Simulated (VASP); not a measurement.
# SiMo3 (Pm-3n) in VASP: settings compared

The runs below take SiMo3 through single point, with LDA, PBEsol, PBE, r2SCAN.

Program: VASP 6.6.1. These are calculated values, not measurements. Logs are shortened: lines on timing, memory, paths and dates and some standing lists are left out, and cuts for length are marked.

### Step 1. The cell of the first run

It takes space group Pm-3n (No. 223, cubic). Conventional cell: a = 4.833 Å, b = 4.833 Å, c = 4.833 Å, α = 90.00°, β = 90.00°, γ = 90.00°. Si (site symmetry m-3) has 12 Mo at 2.70 Å within 3.6 Å. Within 3.2 Å of Mo (site symmetry -4m2) lie 10 Mo at 2.42 to 2.96 Å and 4 Si at 2.70 Å.

### Step 2. Single point, LDA

Input file INCAR:

```
PREC = Accurate
ENCUT = 520
EDIFF = 1E-7
ISMEAR = -1
SIGMA = 0.1
LREAL = False
LASPH = True
NELM = 100
ALGO = Normal
ISIF = 2
LWAVE = False
LCHARG = False
GGA = CA
NBANDS = 56
```

Input file KPOINTS:

```
Automatic mesh
0
Gamma
  7 7 7
```

Input file POSCAR:

```
SiMo3
1.0
    4.8332804803      0.0000000000      0.0000000000
    0.0000000000      4.8332804803      0.0000000000
    0.0000000000      0.0000000000      4.8332804803
Si Mo
2 6
Direct
    0.0000000000      0.0000000000      0.0000000000
    0.5000000000      0.5000000000      0.5000000000
    0.2500000000      0.0000000000      0.5000000000
    0.5000000000      0.7500000000      0.0000000000
    0.7500000000      0.0000000000      0.5000000000
    0.5000000000      0.2500000000      0.0000000000
    0.0000000000      0.5000000000      0.7500000000
    0.0000000000      0.5000000000      0.2500000000
```

Potentials or basis: VASP PAW LDA potentials, release 64 (Si, Mo_sv).

Command:

```bash
$ cat potpaw_LDA.64/Si/POTCAR potpaw_LDA.64/Mo_sv/POTCAR > POTCAR
$ mpirun -np 1 vasp_std > vasp.out
```

OUTCAR:

```text
PREC = Accurate
   ENCUT = 520
   EDIFF = 1E-7
   ISMEAR = -1
   LREAL = False
   LASPH = True
   NELM = 100
   ISIF = 2
   GGA = CA

 ion  position               nearest neighbor table
   1  0.000  0.000  0.000-   3 2.70   4 2.70   5 2.70   6 2.70   7 2.70   8 2.70   3 2.70   5 2.70
                             7 2.70   8 2.70   4 2.70   6 2.70
   2  0.500  0.500  0.500-   3 2.70   4 2.70   5 2.70   6 2.70   7 2.70   8 2.70   4 2.70   6 2.70
                             3 2.70   5 2.70   7 2.70   8 2.70
   3  0.250  0.000  0.500-   5 2.42   5 2.42   1 2.70   1 2.70   2 2.70   2 2.70   8 2.96   4 2.96
                             4 2.96   6 2.96   6 2.96   7 2.96   8 2.96   7 2.96
   4  0.500  0.750  0.000-   6 2.42   6 2.42   1 2.70   2 2.70   2 2.70   1 2.70   8 2.96   5 2.96
                             3 2.96   5 2.96   3 2.96   7 2.96   7 2.96   8 2.96
   5  0.750  0.000  0.500-   3 2.42   3 2.42   1 2.70   1 2.70   2 2.70   2 2.70   8 2.96   4 2.96
                             4 2.96   6 2.96   6 2.96   7 2.96   8 2.96   7 2.96
   6  0.500  0.250  0.000-   4 2.42   4 2.42   1 2.70   2 2.70   2 2.70   1 2.70   8 2.96   3 2.96
                             3 2.96   5 2.96   5 2.96   7 2.96   7 2.96   8 2.96
   7  0.000  0.500  0.750-   8 2.42   8 2.42   1 2.70   2 2.70   1 2.70   2 2.70   3 2.96   4 2.96
                             5 2.96   3 2.96   5 2.96   6 2.96   4 2.96   6 2.96
   8  0.000  0.500  0.250-   7 2.42   7 2.42   1 2.70   2 2.70   1 2.70   2 2.70   3 2.96   4 2.96
                             5 2.96   3 2.96   5 2.96   6 2.96   4 2.96   6 2.96

  LATTYP: Found a simple cubic cell.
 ALAT       =     4.8332804803

  Lattice vectors:

 A1 = (   4.8332804803,   0.0000000000,   0.0000000000)
 A2 = (   0.0000000000,   4.8332804803,   0.0000000000)
 A3 = (   0.0000000000,   0.0000000000,   4.8332804803)

Analysis of symmetry for initial positions (statically):
=====================================================================
 Subroutine PRICEL returns:
 Original cell was already a primitive cell.

 Routine SETGRP: Setting up the symmetry group for a
 simple cubic supercell.

 Subroutine GETGRP returns: Found 48 space group operations
 (whereof 24 operations were pure point group operations)
 out of a pool of 48 trial point group operations.

The static configuration has the point symmetry T_h .
 The point group associated with its full space group is O_h .

Analysis of symmetry for dynamics (positions and initial velocities):
=====================================================================
 Subroutine PRICEL returns:
 Original cell was already a primitive cell.

[... 122 lines left out ...]
   ISYM   =      2    0-nonsym 1-usesym 2-fastsym
   POTIM  = 0.5000    time-step for ionic-motion
   TEBEG  =    0.0;   TEEND  =   0.0 temperature during run
   PSTRESS=    0.0 pullay stress
   NELECT =      92.0000    total number of electrons
   NUPDOWN=      -1.0000    fix difference up-down
   EMIN   =  10.00;   EMAX   =-10.00  energy-range for DOS
   EFERMI =   0.00;   METHOD = LEGACY
   ISMEAR =    -1;   SIGMA  =   0.10  broadening in eV -4-tet -1-fermi 0-gaus
   EFERMI_NEDOS =   21; number of points for ismear=-14 and -15
   IALGO  =     38    algorithm
   IMIX   =      4    mixing-type and parameters
     AMIX     =   0.40;   BMIX     =  1.00
     AMIX_MAG =   1.60;   BMIX_MAG =  1.00
  volume/ion in A,a.u.               =      14.11        95.24
  Fermi-wavevector in a.u.,A,eV,Ry     =   1.529075  2.889533 31.811377  2.338070
  Thomas-Fermi vector in A             =   2.636746
   LORBIT       =      0    0 simple, 1 ext, 2 COOP (PROOUT), +10 PAW based schemes
   GGA     = CA    functional components
   LHFCALC =     F    Hartree Fock is set to
   AEXX    =    0.0000 exact exchange contribution
   IVDW    =     0    specifies the selected vdW correction
   LEPSILON=     F    determine dielectric tensor
   LRPA    =     F    only Hartree local field effects (RPA)
 non-spin polarized calculation
  energy-cutoff  :      520.00
  volume of cell :      112.91
 maximum number of plane-waves:      3067
 NGX is ok and might be reduce to    36
   NGX = 17   NGY = 17   NGZ = 17

 number of electron      92.0000021 magnetization

 Free energy of the ion-electron system (eV)
  ---------------------------------------------------
  ext. energy  EPLUGINS =         0.00000000
  ---------------------------------------------------
  free energy    TOTEN  =       -87.73159242 eV

  energy without entropy =      -87.62051268  energy(sigma->0) =      -87.67605255

 E-fermi :  13.2087     XC(G=0): -13.4810

 val. band max:       13.1947259842   @ k =   0.4286   0.2857   0.1429
 cond. band min:      13.2398108500   @ k =   0.2857   0.0000   0.0000
 fundamental gap:      0.0450848658
 Fermi energy:        13.2086567984

 k-point     1 :       0.0000    0.0000    0.0000
  band No.  band energies     occupation
      1     -47.7364      2.00000
      2     -47.5986      2.00000
      3     -47.5986      2.00000
      4     -47.2200      2.00000
      5     -47.2200      2.00000
      6     -47.2200      2.00000
[... 1169 lines left out ...]
     55      14.9617      0.00000
     56      15.2855      0.00000

------------------------ aborting loop because EDIFF is reached ----------------------------------------

  FORCE on cell =-STRESS in cart. coord.  units (eV):
  Direction    XX          YY          ZZ          XY          YZ          ZX
  --------------------------------------------------------------------------------------
  -------------------------------------------------------------------------------------
  Total        0.7887149      0.7887149      0.7887149      0.0000000      0.0000000      0.0000000
  in kB       11.1919203     11.1919203     11.1919203      0.0000000      0.0000000      0.0000000
  external PRESSURE =      11.1919203 kB  Pullay stress =       0.0000000 kB

 VOLUME and BASIS-vectors are now :
 -----------------------------------------------------------------------------
  energy-cutoff  :      520.00
  volume of cell :      112.91
      direct lattice vectors                 reciprocal lattice vectors
     4.833280480  0.000000000  0.000000000     0.206898814  0.000000000  0.000000000
     0.000000000  4.833280480  0.000000000     0.000000000  0.206898814  0.000000000
     0.000000000  0.000000000  4.833280480     0.000000000  0.000000000  0.206898814

 POSITION                                       TOTAL-FORCE (eV/Angst)
 -----------------------------------------------------------------------------------
      0.00000      0.00000      0.00000        -0.000000      0.000000      0.000000
      2.41664      2.41664      2.41664        -0.000000      0.000000      0.000000
      1.20832      0.00000      2.41664         0.000000      0.000000     -0.000000
      2.41664      3.62496      0.00000        -0.000000     -0.000000     -0.000000
      3.62496      0.00000      2.41664        -0.000000     -0.000000      0.000000
      2.41664      1.20832      0.00000         0.000000      0.000000      0.000000
      0.00000      2.41664      3.62496        -0.000000      0.000000      0.000000
      0.00000      2.41664      1.20832         0.000000     -0.000000     -0.000000
 -----------------------------------------------------------------------------------
    total drift:                                0.000000      0.000000     -0.000000

  FREE ENERGIE OF THE ION-ELECTRON SYSTEM (eV)
  ---------------------------------------------------
  free  energy   TOTEN  =       -87.7315924171 eV

  energy  without entropy=      -87.6205126773  energy(sigma->0) =      -87.67605255
```

It took 2.6 min on 1 thread of Intel Xeon 8259CL, shared host; peak memory 0.22 GiB.

What came out:

```
Free energy            : -87.7316 eV
Pressure               : 1.1 GPa
Band gap on the k mesh : zero (bands 46 and 47 overlap by 1.98 eV)
```

Levels at points of the mesh, in eV from the Fermi level:
| k point | band 41 | band 42 | band 43 | band 44 | band 45 | band 46 | band 47 | band 48 | band 49 | band 50 |
| --- | --- | --- | --- | --- | --- | --- | --- | --- | --- | --- |
| (0.00, 0.00, 0.00) | -2.27 | -2.27 | -1.64 | -1.64 | 1.30 | 1.30 | 1.30 | 2.18 | 2.49 | 2.49 |

### Step 3. Single point, PBEsol

This run uses another cell than the first one, of 14.35 Å³/atom.

Input file INCAR:

```
SYSTEM = SiMo3
  ALGO = Normal
  EDIFF = 1E-7
  ENCUT = 520
  GGA = PS
  ISIF = 2
  ISMEAR = -1
  LASPH = .TRUE.
  LCHARG = .FALSE.
  LREAL = .FALSE.
  LWAVE = .FALSE.
  NBANDS = 56
  NELM = 80
  PREC = Accurate
  SIGMA = 0.1
```

Input file KPOINTS:

```
k-points
0
G
  7 7 7
  0 0 0
```

Changes to POSCAR since step 2:

```diff
@@ -2,5 +2,5 @@
 1.0
-    4.8332804803      0.0000000000      0.0000000000
-    0.0000000000      4.8332804803      0.0000000000
-    0.0000000000      0.0000000000      4.8332804803
+    4.8606237108      0.0000000000      0.0000000000
+    0.0000000000      4.8606237108      0.0000000000
+    0.0000000000      0.0000000000      4.8606237108
 Si Mo
```

Potentials or basis: VASP PAW PBE potentials, release 64 (Si, Mo_sv).

Command:

```bash
$ cat potpaw_PBE.64/Si/POTCAR potpaw_PBE.64/Mo_sv/POTCAR > POTCAR
$ mpirun -np 1 vasp_std > vasp.out
```

Wall time 3.2 min (1 thread of Intel Xeon 8259CL, shared host); peak memory 0.25 GiB.

It converged, with:

| Property | Result |
| --- | --- |
| Free energy | -85.1926 eV |
| Pressure | 0.6 GPa |
| Band gap on the k mesh | zero (bands 46 and 47 overlap by 1.99 eV) |

Levels at points of the mesh, in eV from the Fermi level:
| k point | band 42 | band 43 | band 44 | band 45 | band 46 | band 47 | band 48 | band 49 |
| --- | --- | --- | --- | --- | --- | --- | --- | --- |
| (0.00, 0.00, 0.00) | -2.23 | -1.61 | -1.61 | 1.28 | 1.28 | 1.28 | 2.13 | 2.44 |

Caveat: the PAW data sets were made with another functional, which shifts forces and pressure a little.

### Step 4. Single point, PBE

This run uses another cell than the first one, of 14.76 Å³/atom.

Input file INCAR:

```
PREC = Accurate
ENCUT = 520
EDIFF = 1E-6
ISMEAR = -1
SIGMA = 0.1
LREAL = False
LASPH = True
NELM = 80
ALGO = Normal
ISIF = 2
LWAVE = False
LCHARG = False
GGA = PE
NBANDS = 56
```

Input file KPOINTS:

```
Automatic mesh
0
Gamma
  7 7 7
```

Changes to POSCAR since step 3:

```diff
@@ -2,5 +2,5 @@
 1.0
-    4.8606237108      0.0000000000      0.0000000000
-    0.0000000000      4.8606237108      0.0000000000
-    0.0000000000      0.0000000000      4.8606237108
+    4.9054393496      0.0000000000      0.0000000000
+    0.0000000000      4.9054393496      0.0000000000
+    0.0000000000      0.0000000000      4.9054393496
 Si Mo
```

Command:

```bash
$ cat potpaw_PBE.64/Si/POTCAR potpaw_PBE.64/Mo_sv/POTCAR > POTCAR
$ mpirun -np 1 vasp_std > vasp.out
```

Wall time 3.3 min (1 thread of Intel Xeon 8259CL, shared host); peak memory 0.26 GiB.

It converged, with:

```
Free energy            : -79.0754 eV
Pressure               : 0.5 GPa
Band gap on the k mesh : zero (bands 46 and 47 overlap by 1.96 eV)
```

Levels at points of the mesh, in eV from the Fermi level:
```
           k point  band 42  band 43  band 44  band 45  band 46  band 47  band 48  band 49
(0.00, 0.00, 0.00)    -2.14    -1.55    -1.55     1.23     1.23     1.23     1.99     2.33
```

### Step 5. Single point, r2SCAN

This run uses another cell than the first one, of 13.69 Å³/atom.

Changes to POSCAR since step 4:

```diff
@@ -2,5 +2,5 @@
 1.0
-    4.9054393496      0.0000000000      0.0000000000
-    0.0000000000      4.9054393496      0.0000000000
-    0.0000000000      0.0000000000      4.9054393496
+    4.7844077200      0.0000000000      0.0000000000
+    0.0000000000      4.7844077200      0.0000000000
+    0.0000000000      0.0000000000      4.7844077200
 Si Mo
```

Input file INCAR.step1:

```
PREC = Accurate
ENCUT = 520
ISMEAR = -1
SIGMA = 0.1
LREAL = False
LASPH = True
NELM = 80
NBANDS = 56
GGA = PE
ALGO = Normal
EDIFF = 1E-4
LWAVE = True
LCHARG = False
```

Input file INCAR.step2:

```
PREC = Accurate
ENCUT = 520
EDIFF = 1E-7
ISMEAR = -1
SIGMA = 0.1
LREAL = False
LASPH = True
NELM = 80
ALGO = Normal
ISIF = 2
LWAVE = False
LCHARG = False
METAGGA = R2SCAN
LMIXTAU = True
NBANDS = 56
ISTART = 1
```

Input file KPOINTS:

```
regular mesh
0
Gamma
  7 7 7
```

Command:

```bash
$ cat potpaw_PBE.64/Si/POTCAR potpaw_PBE.64/Mo_sv/POTCAR > POTCAR
$ cp INCAR.step1 INCAR
$ mpirun -np 1 vasp_std > vasp.out
$ cp INCAR.step2 INCAR
$ mpirun -np 1 vasp_std > vasp.out
```

Run time: 11 min. Hardware: 1 thread of Intel Xeon 8259CL, shared host; peak memory 0.27 GiB.

The run converged. Its results:

```yaml
Free_energy: -176.2431 eV
Pressure: 19.9 GPa
Band_gap_on_the_k_mesh: zero (bands 46 and 47 overlap by 2.21 eV)
```

Levels at points of the mesh, in eV from the Fermi level:
| k point | band 41 | band 42 | band 43 | band 44 | band 45 | band 46 | band 47 | band 48 | band 49 | band 50 |
| --- | --- | --- | --- | --- | --- | --- | --- | --- | --- | --- |
| (0.00, 0.00, 0.00) | -2.51 | -2.51 | -1.81 | -1.81 | 1.45 | 1.45 | 1.45 | 2.74 | 2.74 | 2.74 |

Caveat: the cell stands under pressure; the PAW data sets were made with another functional, which shifts forces and pressure a little.

### Step 6. Single point, r2SCAN

This run uses another cell than the first one, of 13.98 Å³/atom.

Changes to POSCAR since step 5:

```diff
@@ -2,5 +2,5 @@
 1.0
-    4.7844077200      0.0000000000      0.0000000000
-    0.0000000000      4.7844077200      0.0000000000
-    0.0000000000      0.0000000000      4.7844077200
+    4.8181018400      0.0000000000      0.0000000000
+    0.0000000000      4.8181018400      0.0000000000
+    0.0000000000      0.0000000000      4.8181018400
 Si Mo
```

Input file INCAR.step1:

```
PREC = Accurate
ENCUT = 520
ISMEAR = -1
SIGMA = 0.1
LREAL = F
LASPH = T
NELM = 80
NBANDS = 56
GGA = PE
ALGO = Normal
EDIFF = 1E-4
LWAVE = T
LCHARG = F
```

Input file INCAR.step2:

```
PREC = Accurate
ENCUT = 520
EDIFF = 1E-6
ISMEAR = -1
SIGMA = 0.1
LREAL = F
LASPH = T
NELM = 80
ALGO = Normal
ISIF = 2
LWAVE = F
LCHARG = T
METAGGA = R2SCAN
LMIXTAU = T
LELF = T
LVHAR = T
NBANDS = 56
ISTART = 1
```

KPOINTS is that of step 5.

Potentials or basis: VASP PAW PBE potentials, release 64 (Si, Mo_sv).

Command:

```bash
$ cat potpaw_PBE.64/Si/POTCAR potpaw_PBE.64/Mo_sv/POTCAR > POTCAR
$ cp INCAR.step1 INCAR
$ mpirun -np 1 vasp_std > vasp.out
$ cp INCAR.step2 INCAR
$ mpirun -np 1 vasp_std > vasp.out
```

It took 11 min on 1 thread of Intel Xeon 8259CL, shared host; peak memory 0.27 GiB.

It converged, with:

```yaml
Free_energy: -176.4807 eV
Pressure: 12.9 GPa
Band_gap_on_the_k_mesh: zero (bands 46 and 47 overlap by 2.20 eV)
```

Levels at points of the mesh, in eV from the Fermi level:
| k point | band 43 | band 44 | band 45 | band 46 | band 47 | band 48 |
| --- | --- | --- | --- | --- | --- | --- |
| (0.00, 0.00, 0.00) | -1.76 | -1.76 | 1.42 | 1.42 | 1.42 | 2.61 |

Caveat: the cell stands under pressure; the PAW data sets were made with another functional, which shifts forces and pressure a little.

### Step 7. The runs side by side

```tsv
level	potentials or basis	cell	gap on the mesh (eV)	pressure (GPa)
LDA	VASP PAW LDA potentials, release 64 (Si, Mo_sv)	a = 4.833 Å, 8 atoms	none	1.1
PBEsol	VASP PAW PBE potentials, release 64 (Si, Mo_sv)	a = 4.861 Å, 8 atoms	none	0.6
PBE	VASP PAW PBE potentials, release 64 (Si, Mo_sv)	a = 4.905 Å, 8 atoms	none	0.5
r2SCAN	VASP PAW PBE potentials, release 64 (Si, Mo_sv)	a = 4.784 Å, 8 atoms	none	19.9
r2SCAN	VASP PAW PBE potentials, release 64 (Si, Mo_sv)	a = 4.818 Å, 8 atoms	none	12.9
```

Alike in all rows: task single point; no spin polarisation; k mesh 7 × 7 × 7; cutoff (eV) 520; smearing fermi-dirac 0.1 eV.

Caveats: the PAW data sets were made with another functional, which shifts forces and pressure a little (at least some runs); the cell stands under pressure (at least some runs).

Absolute energies hang on the potentials; compare differences alone.

The gap in the log of VASP goes by the Fermi energy; the results here count the filled bands.